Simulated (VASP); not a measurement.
# GaSb3 (I4mm) in VASP: further runs, part 2 of 2

VASP 6.6.1. Earlier steps stand in the parts before.

### 4 Single point, PBEsol+D3(BJ) (all Sb atoms moved +0.175 Å, as atom 2 along Cartesian [0 1 0])

Contents of INCAR:

```
SYSTEM = GaSb3
PREC = Accurate ; ENCUT = 520
EDIFF = 1E-7 ; ISMEAR = 0
SIGMA = 0.15 ; LREAL = .FALSE.
LASPH = .TRUE. ; NELM = 80
ALGO = Normal ; ISIF = 2
LWAVE = .FALSE. ; LCHARG = .FALSE.
GGA = PS ; IVDW = 12
NBANDS = 22
```

Contents of KPOINTS:

```
regular mesh
0
G
  12 12 12
  0 0 0
```

Contents of POSCAR:

```
GaSb3
1.0
    0.0000000000      3.5855047185      3.5855047185
    3.5855047185      0.0000000000      3.5855047185
    3.5855047185      3.5855047185      0.0000000000
Ga Sb
1 3
Direct
    0.0000000000      0.0000000000      0.0000000000
    0.2744038167      0.2255961833      0.2744038167
    0.7744038167      0.7255961833      0.7744038167
    0.5244038167      0.4755961833      0.5244038167
```

Potentials or basis: VASP PAW PBE potentials, release 64 (Ga_d, Sb).

Started as:

```
$ cat potpaw_PBE.64/Ga_d/POTCAR potpaw_PBE.64/Sb/POTCAR > POTCAR
$ mpirun -np 1 vasp_std > vasp.out
```

OUTCAR:

```text
SYSTEM = GaSb3
   PREC = Accurate
   ENCUT = 520
   EDIFF = 1E-7
   ISMEAR = 0
   LREAL = .FALSE.
   LASPH = .TRUE.
   NELM = 80
   ISIF = 2
   GGA = PS
   IVDW = 12
 IVDW          = 12

 ion  position               nearest neighbor table
   1  0.000  0.000  0.000-   3 3.01   3 3.01   2 3.01   2 3.01   3 3.21   3 3.21   2 3.21   2 3.21

   2  0.274  0.226  0.274-   1 3.01   1 3.01   4 3.11   4 3.11   4 3.11   4 3.11   1 3.21   1 3.21
                             3 3.59   3 3.59   3 3.59   3 3.59   3 3.59   3 3.59
   3  0.774  0.726  0.774-   1 3.01   1 3.01   4 3.11   4 3.11   4 3.11   4 3.11   1 3.21   1 3.21
                             2 3.59   2 3.59   2 3.59   2 3.59   2 3.59   2 3.59
   4  0.524  0.476  0.524-   2 3.11   2 3.11   2 3.11   3 3.11   3 3.11   3 3.11   3 3.11   2 3.11

  LATTYP: Found a face centered cubic cell.
 ALAT       =     7.1710094370

  Lattice vectors:

 A1 = (   0.0000000000,   3.5855047185,   3.5855047185)
 A2 = (   3.5855047185,   0.0000000000,   3.5855047185)
 A3 = (   3.5855047185,   3.5855047185,   0.0000000000)

Analysis of symmetry for initial positions (statically):
=====================================================================
 Subroutine PRICEL returns:
 Original cell was already a primitive cell.

 Routine SETGRP: Setting up the symmetry group for a
 face centered cubic supercell.

 Subroutine GETGRP returns: Found  8 space group operations
 (whereof  8 operations were pure point group operations)
 out of a pool of 48 trial point group operations.

The static configuration has the point symmetry C_4v.

Analysis of symmetry for dynamics (positions and initial velocities):
=====================================================================
 Subroutine PRICEL returns:
 Original cell was already a primitive cell.

 Routine SETGRP: Setting up the symmetry group for a
 face centered cubic supercell.

 Subroutine GETGRP returns: Found  8 space group operations
 (whereof  8 operations were pure point group operations)
 out of a pool of 48 trial point group operations.

The dynamic configuration has the point symmetry C_4v.

 Subroutine INISYM returns: Found  8 space group operations
 (whereof  8 operations are pure point group operations),
 and found     1 'primitive' translations

----------------------------------------------------------------------------------------

                                     Primitive cell

  volume of cell :      92.1894

  direct lattice vectors                    reciprocal lattice vectors
     0.000000000  3.585504719  3.585504719    -0.139450381  0.139450381  0.139450381
     3.585504719  0.000000000  3.585504719     0.139450381 -0.139450381  0.139450381
     3.585504719  3.585504719  0.000000000     0.139450381  0.139450381 -0.139450381

  length of vectors
     5.070669401  5.070669401  5.070669401     0.241535145  0.241535145  0.241535145

  position of ions in fractional coordinates (direct lattice)
     0.000000000  0.000000000  0.000000000
     0.274403817  0.225596183  0.274403817
     0.774403817  0.725596183  0.774403817
     0.524403817  0.475596183  0.524403817

  ion indices of the primitive-cell ions
   primitive index   ion index
                 1           1
                 2           2
                 3           3
                 4           4

----------------------------------------------------------------------------------------

 KPOINTS: regular mesh

[... 27 lines left out ...]
  0.250000  0.000000  0.000000      8.000000
  0.333333  0.000000  0.000000      8.000000
  0.416667  0.000000  0.000000      8.000000
[... 16 lines left out ...]
  0.083333  0.000000 -0.333333      8.000000
 -0.250000  0.083333  0.000000     16.000000
 [... further k-points ...]
   k-points           NKPTS =    163   k-points in BZ     NKDIM =    163   number of bands    NBANDS=     22
   number of dos      NEDOS =    301   number of ions     NIONS =      4
   total plane-waves  NPLWV =  64000
   dimension x,y,z NGX =    40 NGY =   40 NGZ =   40
   dimension x,y,z NGXF=    80 NGYF=   80 NGZF=   80
   ions per type =               1   3
   NGX,Y,Z   is equivalent  to a cutoff of  13.11, 13.11, 13.11 a.u.
   NGXF,Y,Z  is equivalent  to a cutoff of  26.23, 26.23, 26.23 a.u.
 SYSTEM =  GaSb3
   PREC   = accura    normal or accurate (medium, high low for compatibility)
   ISTART =      0    job   : 0-new  1-cont  2-samecut
   ICHARG =      2    charge: 1-file 2-atom 10-const
   ISPIN  =      1    spin polarized calculation?
   LNONCOLLINEAR =      F non collinear calculations
   LSORBIT =      F    spin-orbit coupling
   LASPH  =      T    aspherical Exc in radial PAW
   ENCUT  =  520.0 eV  38.22 Ry    6.18 a.u.   9.43  9.43  9.43*2*pi/ulx,y,z
   NELM   =     80;   NELMIN=  2; NELMDL= -5     # of ELM steps
   EDIFF  = 0.1E-06   stopping-criterion for ELM
   LREAL  =      F    real-space projection
   EDIFFG = 0.1E-05   stopping-criterion for IOM
   NSW    =      0    number of steps for IOM
   IBRION =     -1    ionic relax: 0-MD 1-quasi-New 2-CG
   NFREE  =      0    steps in history (QN), initial steepest desc. (CG)
   ISIF   =      2    stress and relaxation
   ISYM   =      2    0-nonsym 1-usesym 2-fastsym
   POTIM  = 0.5000    time-step for ionic-motion
   TEBEG  =    0.0;   TEEND  =   0.0 temperature during run
   PSTRESS=    0.0 pullay stress
   NELECT =      28.0000    total number of electrons
   NUPDOWN=      -1.0000    fix difference up-down
   EMIN   =  10.00;   EMAX   =-10.00  energy-range for DOS
   EFERMI =   0.00;   METHOD = LEGACY
   ISMEAR =     0;   SIGMA  =   0.15  broadening in eV -4-tet -1-fermi 0-gaus
   EFERMI_NEDOS =   21; number of points for ismear=-14 and -15
   IALGO  =     38    algorithm
   IMIX   =      4    mixing-type and parameters
     AMIX     =   0.40;   BMIX     =  1.00
     AMIX_MAG =   1.60;   BMIX_MAG =  1.00
  volume/ion in A,a.u.               =      23.05       155.53
  Fermi-wavevector in a.u.,A,eV,Ry     =   1.100442  2.079534 16.476286  1.210973
  Thomas-Fermi vector in A             =   2.236853
   LORBIT       =      0    0 simple, 1 ext, 2 COOP (PROOUT), +10 PAW based schemes
   GGA     = PS    functional components
   LHFCALC =     F    Hartree Fock is set to
   AEXX    =    0.0000 exact exchange contribution
   IVDW    =    12    specifies the selected vdW correction
   LEPSILON=     F    determine dielectric tensor
   LRPA    =     F    only Hartree local field effects (RPA)
 non-spin polarized calculation
 Gauss-broadening in eV      SIGMA  =   0.15
  energy-cutoff  :      520.00
  volume of cell :       92.19
 maximum number of plane-waves:      2510
 NGX is ok and might be reduce to    40
   NGX = 19   NGY = 19   NGZ = 19

 number of electron      27.9999998 magnetization

 Free energy of the ion-electron system (eV)
  ---------------------------------------------------
  ext. energy  EPLUGINS =         0.00000000
  ---------------------------------------------------
  free energy    TOTEN  =       -16.28772221 eV

  energy without entropy =      -16.26135495  energy(sigma->0) =      -16.27453858

 E-fermi :   8.7520     XC(G=0): -10.8279

 val. band max:        8.7508200765   @ k =  -0.4167   0.3333   0.1667
 cond. band min:       8.7525245918   @ k =   0.4167   0.2500   0.0000
 fundamental gap:      0.0017045153
 Fermi energy:         8.7519705138

 k-point     1 :       0.0000    0.0000    0.0000
  band No.  band energies     occupation
      1      -6.0166      2.00000
      2      -6.0163      2.00000
      3      -6.0163      2.00000
      4      -5.9978      2.00000
      5      -5.9940      2.00000
      6      -4.5982      2.00000
[... 589 lines left out ...]
     21      14.3428      0.00000
     22      14.8574      0.00000

 [... further k-points ...]

------------------------ aborting loop because EDIFF is reached ----------------------------------------

 Edisp (eV)   -1.97354

 E8    (eV) :    -1.3576

  FORCE on cell =-STRESS in cart. coord.  units (eV):
  Direction    XX          YY          ZZ          XY          YZ          ZX
  --------------------------------------------------------------------------------------
  -------------------------------------------------------------------------------------
  Total       0.51637     0.39410     0.51637     0.00000     0.00000     0.00000
  in kB       8.97406     6.84906     8.97406     0.00000     0.00000     0.00000
  external pressure =        8.27 kB  Pullay stress =        0.00 kB

 VOLUME and BASIS-vectors are now :
 -----------------------------------------------------------------------------
  energy-cutoff  :      520.00
  volume of cell :       92.19
      direct lattice vectors                 reciprocal lattice vectors
     0.000000000  3.585504719  3.585504719    -0.139450381  0.139450381  0.139450381
     3.585504719  0.000000000  3.585504719     0.139450381 -0.139450381  0.139450381
     3.585504719  3.585504719  0.000000000     0.139450381  0.139450381 -0.139450381

 POSITION                                       TOTAL-FORCE (eV/Angst)
 -----------------------------------------------------------------------------------
      0.00000      0.00000      0.00000         0.000000      0.374142      0.000000
      1.79275      1.96775      1.79275         0.000000     -0.082844      0.000000
      5.37826      5.55326      5.37826        -0.000000     -0.082844     -0.000000
      3.58550      3.76050      3.58550         0.000000     -0.208454      0.000000
 -----------------------------------------------------------------------------------
    total drift:                                0.000000      0.000100      0.000000

  FREE ENERGIE OF THE ION-ELECTRON SYSTEM (eV)
  ---------------------------------------------------
  free  energy   TOTEN  =       -18.2612635487 eV

  energy  without entropy=      -18.2348962830  energy(sigma->0) =      -18.24807992
```

Wall time 7.1 min (1 thread of Intel Xeon 8259CL, shared host); peak memory 0.48 GiB.

What came out:

```
Free energy                : -18.2613 eV
Pressure                   : 0.8 GPa
Largest force              : 0.374 eV/Å
Band gap on the k mesh     : zero (bands 14 and 15 overlap by 4.21 eV)
Dispersion energy per atom : -0.493 eV
```

Forces on the atoms (eV/Å):
```
Ga   0.000  0.374  0.000
Sb   0.000 -0.083  0.000
Sb   0.000 -0.083  0.000
Sb   0.000 -0.208  0.000
```

Stress tensor (GPa, compression positive):
```
0.90 0.00 0.00
0.00 0.68 0.00
0.00 0.00 0.90
```

Caveat: the cell differs from its parent crystal (all Sb atoms moved +0.175 Å, as atom 2 along Cartesian [0 1 0]); the PAW data sets were made with another functional, which shifts forces and pressure a little; spin-orbit coupling is left out, which moves the levels of the heavy elements.

### 5 The runs side by side

| cell | gap on the mesh (eV) | pressure (GPa) | largest force (eV/Å) |
| --- | --- | --- | --- |
| as given, atomic positions A | none | 0.9 | 0.43 |
| as given, atomic positions B | none | 0.7 | 0.32 |
| as given, atomic positions C | none | 0.8 | 0.37 |

Alike in all rows: task single point; level PBEsol+D3(BJ); potentials or basis VASP PAW PBE potentials, release 64 (Ga_d, Sb); no spin polarisation; k mesh 12 × 12 × 12; cutoff (eV) 520; smearing gaussian 0.15 eV.

Caveats: the PAW data sets were made with another functional, which shifts forces and pressure a little; spin-orbit coupling is left out, which moves the levels of the heavy elements.

Absolute energies hang on the potentials; compare differences alone.
